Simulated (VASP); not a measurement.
# Zr (P6_3/mmc) in VASP: a series of runs

The runs below take Zr through single point, with r2SCAN.

Program: VASP 6.6.1. These are calculated values, not measurements. Logs are shortened: lines on timing, memory, paths and dates and some standing lists are left out, and cuts for length are marked.

## (1) The cell of the first run

Symmetry: P6_3/mmc, No. 194, hexagonal system. Conventional cell: a = 3.210 Å, b = 3.210 Å, c = 5.112 Å, α = 90.00°, β = 90.00°, γ = 120.00°. Within 4.2 Å of Zr (site symmetry -6m2) lie 12 Zr at 3.16 to 3.21 Å.

## (2) Single point, r2SCAN

POSCAR reads:

```
Zr
1.0
    3.2103080712      0.0000000000      0.0000000000
   -1.6051540356      2.7802083436      0.0000000000
    0.0000000000      0.0000000000      5.1124553350
Zr
2
Direct
    0.6666666667      0.3333333333      0.7500000000
    0.3333333333      0.6666666667      0.2500000000
```

INCAR.step1 reads:

```
SYSTEM = Zr
PREC     = Accurate       ! precision mode
ENCUT    = 520            ! plane-wave cutoff, eV
ISMEAR   = -1             ! smearing method
SIGMA    = 0.05           ! smearing width, eV
LREAL    = .False.        ! projectors in reciprocal space
LASPH    = .True.         ! aspherical terms in the spheres
NELM     = 100            ! most SCF steps
NBANDS   = 19             ! bands
GGA      = PE             ! functional
ALGO     = Normal         ! electronic algorithm
EDIFF    = 1E-4           ! SCF threshold, eV
LWAVE    = .True.         ! write WAVECAR
LCHARG   = .False.        ! write CHGCAR
```

INCAR.step2 reads:

```
SYSTEM = Zr
PREC     = Accurate       ! precision mode
ENCUT    = 520            ! plane-wave cutoff, eV
EDIFF    = 1E-6           ! SCF threshold, eV
ISMEAR   = -1             ! smearing method
SIGMA    = 0.05           ! smearing width, eV
LREAL    = .False.        ! projectors in reciprocal space
LASPH    = .True.         ! aspherical terms in the spheres
NELM     = 100            ! most SCF steps
ALGO     = Normal         ! electronic algorithm
ISIF     = 2              ! what is computed and relaxed
LWAVE    = .False.        ! write WAVECAR
LCHARG   = .True.         ! write CHGCAR
METAGGA  = R2SCAN         ! meta-GGA
LMIXTAU  = .True.       
LELF     = .True.         ! ELF
LVHAR    = .True.       
NBANDS   = 19             ! bands
ISTART   = 1
```

KPOINTS reads:

```
Automatic mesh
0
Gamma
  9 9 5
  0 0 0
```

Potentials or basis: VASP PAW PBE potentials, release 64 (Zr_sv).

On the command line:

```console
$ cat potpaw_PBE.64/Zr_sv/POTCAR > POTCAR
$ cp INCAR.step1 INCAR
$ mpirun -np 1 vasp_std > vasp.out
$ cp INCAR.step2 INCAR
$ mpirun -np 1 vasp_std > vasp.out
```

OUTCAR:

```text
SYSTEM = Zr
   PREC = Accurate
   ENCUT = 520
   EDIFF = 1E-6
   ISMEAR = -1
   LREAL = .False.
   LASPH = .True.
   NELM = 100
   ISIF = 2
   METAGGA = R2SCAN
   ISTART = 1

 ion  position               nearest neighbor table
   1  0.667  0.333  0.750-   2 3.16   2 3.16   2 3.16   2 3.16   2 3.16   2 3.16
   2  0.333  0.667  0.250-   1 3.16   1 3.16   1 3.16   1 3.16   1 3.16   1 3.16

  LATTYP: Found a hexagonal cell.
 ALAT       =     3.2103080712
 C/A-ratio  =     1.5925123763

  Lattice vectors:

 A1 = (   3.2103080712,   0.0000000000,   0.0000000000)
 A2 = (  -1.6051540356,   2.7802083436,   0.0000000000)
 A3 = (   0.0000000000,   0.0000000000,   5.1124553350)

Analysis of symmetry for initial positions (statically):
=====================================================================
 Subroutine PRICEL returns:
 Original cell was already a primitive cell.

 Routine SETGRP: Setting up the symmetry group for a
 hexagonal supercell.

 Subroutine GETGRP returns: Found 24 space group operations
 (whereof 12 operations were pure point group operations)
 out of a pool of 24 trial point group operations.

The static configuration has the point symmetry D_3d.
 The point group associated with its full space group is D_6h.

Analysis of symmetry for dynamics (positions and initial velocities):
=====================================================================
 Subroutine PRICEL returns:
 Original cell was already a primitive cell.

 Routine SETGRP: Setting up the symmetry group for a
 hexagonal supercell.

 Subroutine GETGRP returns: Found 24 space group operations
 (whereof 12 operations were pure point group operations)
 out of a pool of 24 trial point group operations.

The dynamic configuration has the point symmetry D_3d.
 The point group associated with its full space group is D_6h.

 Subroutine INISYM returns: Found 24 space group operations
 (whereof 12 operations are pure point group operations),
 and found     1 'primitive' translations

----------------------------------------------------------------------------------------

                                     Primitive cell

  volume of cell :      45.6303

  direct lattice vectors                    reciprocal lattice vectors
     3.210308071  0.000000000  0.000000000     0.311496585  0.179842637  0.000000000
    -1.605154036  2.780208344  0.000000000     0.000000000  0.359685274  0.000000000
     0.000000000  0.000000000  5.112455335     0.000000000  0.000000000  0.195600731

  length of vectors
     3.210308071  3.210308071  5.112455335     0.359685274  0.359685274  0.195600731

  position of ions in fractional coordinates (direct lattice)
     0.666666667  0.333333333  0.750000000
     0.333333333  0.666666667  0.250000000

  ion indices of the primitive-cell ions
   primitive index   ion index
                 1           1
                 2           2

----------------------------------------------------------------------------------------

 KPOINTS: Automatic mesh

Automatic generation of k-mesh.
 Grid dimensions read from file:
 generate k-points for:    9    9    5

 Generating k-lattice:

  Cartesian coordinates                     Fractional coordinates (reciprocal lattice)
     0.034610732  0.019982515  0.000000000     0.111111111  0.000000000  0.000000000
     0.000000000  0.039965030  0.000000000     0.000000000  0.111111111  0.000000000
     0.000000000  0.000000000  0.039120146     0.000000000  0.000000000  0.200000000

  Length of vectors
     0.039965030  0.039965030  0.039120146

  Shift w.r.t. Gamma in fractional coordinates (k-lattice)
     0.000000000  0.000000000  0.000000000

 Subroutine IBZKPT returns following result:
 ===========================================

 Found     36 irreducible k-points:

 Following reciprocal coordinates:
            Coordinates               Weight
  0.000000  0.000000  0.000000      1.000000
  0.111111 -0.000000  0.000000      6.000000
  0.222222 -0.000000  0.000000      6.000000
  0.333333  0.000000  0.000000      6.000000
  0.444444 -0.000000  0.000000      6.000000
  0.111111  0.111111  0.000000      6.000000
[... 16 lines left out ...]
  0.333333  0.222222  0.200000     24.000000
  0.333333  0.333333  0.200000      4.000000
 [... further k-points ...]
   k-points           NKPTS =     36   k-points in BZ     NKDIM =     36   number of bands    NBANDS=     19
   number of dos      NEDOS =    301   number of ions     NIONS =      2
   total plane-waves  NPLWV =  23040
   dimension x,y,z NGX =    24 NGY =   24 NGZ =   40
   dimension x,y,z NGXF=    48 NGYF=   48 NGZF=   80
   ions per type =               2
   NGX,Y,Z   is equivalent  to a cutoff of  12.43, 12.43, 13.01 a.u.
   NGXF,Y,Z  is equivalent  to a cutoff of  24.86, 24.86, 26.01 a.u.
 SYSTEM =  Zr
   PREC   = accura    normal or accurate (medium, high low for compatibility)
   ISTART =      1    job   : 0-new  1-cont  2-samecut
   ICHARG =      0    charge: 1-file 2-atom 10-const
   ISPIN  =      1    spin polarized calculation?
   LNONCOLLINEAR =      F non collinear calculations
   LSORBIT =      F    spin-orbit coupling
   LASPH  =      T    aspherical Exc in radial PAW
   ENCUT  =  520.0 eV  38.22 Ry    6.18 a.u.   5.97  5.97  9.51*2*pi/ulx,y,z
   NELM   =    100;   NELMIN=  2; NELMDL=  0     # of ELM steps
   EDIFF  = 0.1E-05   stopping-criterion for ELM
   LREAL  =      F    real-space projection
   EDIFFG = 0.1E-04   stopping-criterion for IOM
   NSW    =      0    number of steps for IOM
   IBRION =     -1    ionic relax: 0-MD 1-quasi-New 2-CG
   NFREE  =      0    steps in history (QN), initial steepest desc. (CG)
   ISIF   =      2    stress and relaxation
   ISYM   =      2    0-nonsym 1-usesym 2-fastsym
   POTIM  = 0.5000    time-step for ionic-motion
   TEBEG  =    0.0;   TEEND  =   0.0 temperature during run
   PSTRESS=    0.0 pullay stress
   NELECT =      24.0000    total number of electrons
   NUPDOWN=      -1.0000    fix difference up-down
   EMIN   =  10.00;   EMAX   =-10.00  energy-range for DOS
   EFERMI =   0.00;   METHOD = LEGACY
   ISMEAR =    -1;   SIGMA  =   0.05  broadening in eV -4-tet -1-fermi 0-gaus
   EFERMI_NEDOS =   21; number of points for ismear=-14 and -15
   IALGO  =     38    algorithm
   IMIX   =      4    mixing-type and parameters
     AMIX     =   0.40;   BMIX     =  1.00
     AMIX_MAG =   1.60;   BMIX_MAG =  1.00
  volume/ion in A,a.u.               =      22.82       153.96
  Fermi-wavevector in a.u.,A,eV,Ry     =   1.321480  2.497236 23.759995  1.746310
  Thomas-Fermi vector in A             =   2.451231
   LORBIT       =      0    0 simple, 1 ext, 2 COOP (PROOUT), +10 PAW based schemes
   METAGGA = R2SCAN    functional components
   LHFCALC =     F    Hartree Fock is set to
   AEXX    =    0.0000 exact exchange contribution
   IVDW    =     0    specifies the selected vdW correction
   LEPSILON=     F    determine dielectric tensor
   LRPA    =     F    only Hartree local field effects (RPA)
 non-spin polarized calculation
  energy-cutoff  :      520.00
  volume of cell :       45.63
 maximum number of plane-waves:      1254
 NGX is ok and might be reduce to    24
   NGX = 11   NGY = 11   NGZ = 19

 number of electron      24.0000000 magnetization

 Free energy of the ion-electron system (eV)
  ---------------------------------------------------
  ext. energy  EPLUGINS =         0.00000000
  ---------------------------------------------------
  free energy    TOTEN  =       -45.50171294 eV

  energy without entropy =      -45.48977084  energy(sigma->0) =      -45.49574189

 E-fermi :   9.2903     XC(G=0): -12.0520

 val. band max:        9.2373443324   @ k =   0.0000   0.0000   0.4000
 cond. band min:       9.3151081160   @ k =   0.1111  -0.0000   0.4000
 fundamental gap:      0.0777637836
 Fermi energy:         9.2902753026

 k-point     1 :       0.0000    0.0000    0.0000
  band No.  band energies     occupation
      1     -41.2463      2.00000
      2     -41.0649      2.00000
      3     -19.1464      2.00000
      4     -18.1654      2.00000
      5     -18.1654      2.00000
      6     -18.0170      2.00000
[... 11 lines left out ...]
     18      11.6992      0.00000
     19      14.0838      0.00000

 k-point     2 :       0.1111   -0.0000    0.0000
  band No.  band energies     occupation
      1     -41.2300      2.00000
      2     -41.0582      2.00000
      3     -19.1041      2.00000
      4     -18.2580      2.00000
      5     -18.1954      2.00000
      6     -18.1067      2.00000
[... 11 lines left out ...]
     18      11.3879      0.00000
     19      14.3107      0.00000

 k-point     3 :       0.2222   -0.0000    0.0000
  band No.  band energies     occupation
      1     -41.1873      2.00000
      2     -41.0427      2.00000
      3     -18.9876      2.00000
      4     -18.4923      2.00000
      5     -18.3367      2.00000
      6     -18.2672      2.00000
[... 11 lines left out ...]
     18      12.2312      0.00000
     19      14.6795      0.00000

 k-point     4 :       0.3333    0.0000    0.0000
  band No.  band energies     occupation
      1     -41.1340      2.00000
      2     -41.0293      2.00000
      3     -18.8271      2.00000
      4     -18.7571      2.00000
      5     -18.5817      2.00000
      6     -18.3440      2.00000
[... 11 lines left out ...]
     18      13.5081      0.00000
     19      14.9195      0.00000

 k-point     5 :       0.4444   -0.0000    0.0000
  band No.  band energies     occupation
      1     -41.0929      2.00000
      2     -41.0266      2.00000
      3     -18.9278      2.00000
      4     -18.7344      2.00000
      5     -18.6835      2.00000
      6     -18.3922      2.00000
[... 11 lines left out ...]
     18      14.8906      0.00000
     19      15.0177      0.00000
[... 334 lines left out ...]
      2     -41.0328      2.00000
      3     -18.9850      2.00000
      4     -18.8205      2.00000
      5     -18.5478      2.00000
      6     -18.3972      2.00000
[... 11 lines left out ...]
     18      14.7675      0.00000
     19      15.6148      0.00000

 k-point    22 :       0.2222    0.2222    0.2000
  band No.  band energies     occupation
      1     -41.0999      2.00000
      2     -41.0339      2.00000
      3     -18.8584      2.00000
      4     -18.7630      2.00000
      5     -18.5136      2.00000
      6     -18.4543      2.00000
[... 11 lines left out ...]
     18      14.2830      0.00000
     19      15.2733      0.00000

 k-point    23 :       0.3333    0.2222    0.2000
  band No.  band energies     occupation
      1     -41.0666      2.00000
      2     -41.0334      2.00000
      3     -18.8841      2.00000
      4     -18.7849      2.00000
      5     -18.6053      2.00000
      6     -18.4345      2.00000
[... 11 lines left out ...]
     18      14.7086      0.00000
     19      16.2456      0.00000

 k-point    24 :       0.3333    0.3333    0.2000
  band No.  band energies     occupation
      1     -41.0442      2.00000
      2     -41.0442      2.00000
      3     -18.7630      2.00000
      4     -18.7603      2.00000
      5     -18.7603      2.00000
      6     -18.4698      2.00000
[... 11 lines left out ...]
     18      13.9998      0.00000
     19      16.5867      0.00000

 [... further k-points ...]
[... 5 lines left out ...]
  --------------------------------------------------------------------------------------
  -------------------------------------------------------------------------------------
  Total        0.8048284      0.8048284      0.9081260      0.0000000     -0.0000000      0.0000000
  in kB       28.2592278     28.2592278     31.8862244      0.0000000     -0.0000000      0.0000000
  external PRESSURE =      29.4682267 kB  Pullay stress =       0.0000000 kB

 VOLUME and BASIS-vectors are now :
 -----------------------------------------------------------------------------
  energy-cutoff  :      520.00
  volume of cell :       45.63
      direct lattice vectors                 reciprocal lattice vectors
     3.210308071  0.000000000  0.000000000     0.311496585  0.179842637  0.000000000
    -1.605154036  2.780208344  0.000000000     0.000000000  0.359685274  0.000000000
     0.000000000  0.000000000  5.112455335     0.000000000  0.000000000  0.195600731

 POSITION                                       TOTAL-FORCE (eV/Angst)
 -----------------------------------------------------------------------------------
      1.60515      0.92674      3.83434         0.000000     -0.000000      0.000000
     -0.00000      1.85347      1.27811        -0.000000      0.000000      0.000000
 -----------------------------------------------------------------------------------
    total drift:                               -0.000000      0.000000     -0.000000

  FREE ENERGIE OF THE ION-ELECTRON SYSTEM (eV)
  ---------------------------------------------------
  free  energy   TOTEN  =       -45.5017129390 eV

  energy  without entropy=      -45.4897708441  energy(sigma->0) =      -45.49574189
```

Run time: 34 s. Hardware: 1 thread of Intel Xeon 6975P-C (Granite Rapids), shared host; peak memory 0.18 GiB.

Results:

- Free energy: -45.5017 eV
- Pressure: 2.9 GPa
- Band gap on the k mesh: zero (band 12 reaches 10.25 eV, above the bottom of band 13 at 8.95 eV)

Levels at points of the mesh, in eV from the Fermi level:
| k point | band 10 | band 11 | band 12 | band 13 | band 14 | band 15 |
| --- | --- | --- | --- | --- | --- | --- |
| (0.00, 0.00, 0.00) | -3.28 | 0.96 | 0.96 | 1.10 | 1.13 | 1.73 |

Caveat: the PAW data sets were made with another functional, which shifts forces and pressure a little.

## (3) Single point, r2SCAN

This run uses another cell than the first one, of 23.75 Å³/atom, 1.041 times its volume.

POSCAR reads:

```
Zr
1.0
    3.2534045973      0.0000000000      0.0000000000
   -1.6267022986      2.8175310300      0.0000000000
    0.0000000000      0.0000000000      5.1810870861
Zr
2
Direct
    0.6666666667      0.3333333333      0.7500000000
    0.3333333333      0.6666666667      0.2500000000
```

INCAR.step1 reads:

```
SYSTEM = Zr
PREC = Accurate
ENCUT = 520
ISMEAR = -1
SIGMA = 0.05
LREAL = .FALSE.
LASPH = .TRUE.
NELM = 100
NBANDS = 19
GGA = PE
ALGO = Normal
EDIFF = 1E-4
LWAVE = .TRUE.
LCHARG = .FALSE.
```

INCAR.step2 reads:

```
SYSTEM = Zr
PREC = Accurate
ENCUT = 520
EDIFF = 1E-6
ISMEAR = -1
SIGMA = 0.05
LREAL = .FALSE.
LASPH = .TRUE.
NELM = 100
ALGO = Normal
ISIF = 2
LWAVE = .FALSE.
LCHARG = .FALSE.
METAGGA = R2SCAN
LMIXTAU = .TRUE.
NBANDS = 19
ISTART = 1
```

KPOINTS reads:

```
regular mesh
0
G
  9 9 5
  0 0 0
```

Potentials or basis: VASP PAW PBE potentials, release 64 (Zr_sv).

On the command line:

```console
$ cat potpaw_PBE.64/Zr_sv/POTCAR > POTCAR
$ cp INCAR.step1 INCAR
$ mpirun -np 1 vasp_std > vasp.out
$ cp INCAR.step2 INCAR
$ mpirun -np 1 vasp_std > vasp.out
```

Wall time 32 s (1 thread of Intel Xeon 6975P-C (Granite Rapids), shared host); peak memory 0.17 GiB.

The run converged. Its results:

```yaml
Free_energy: -45.5124 eV
Pressure: -1.1 GPa
Band_gap_on_the_k_mesh: zero (band 12 reaches 9.80 eV, above the bottom of band 13 at 8.49 eV)
```

Levels at points of the mesh, in eV from the Fermi level:
```
           k point  band 10  band 11  band 12  band 13  band 14  band 15
(0.00, 0.00, 0.00)    -3.17     0.93     0.95     0.95     1.11     1.68
```

Caveat: the PAW data sets were made with another functional, which shifts forces and pressure a little.
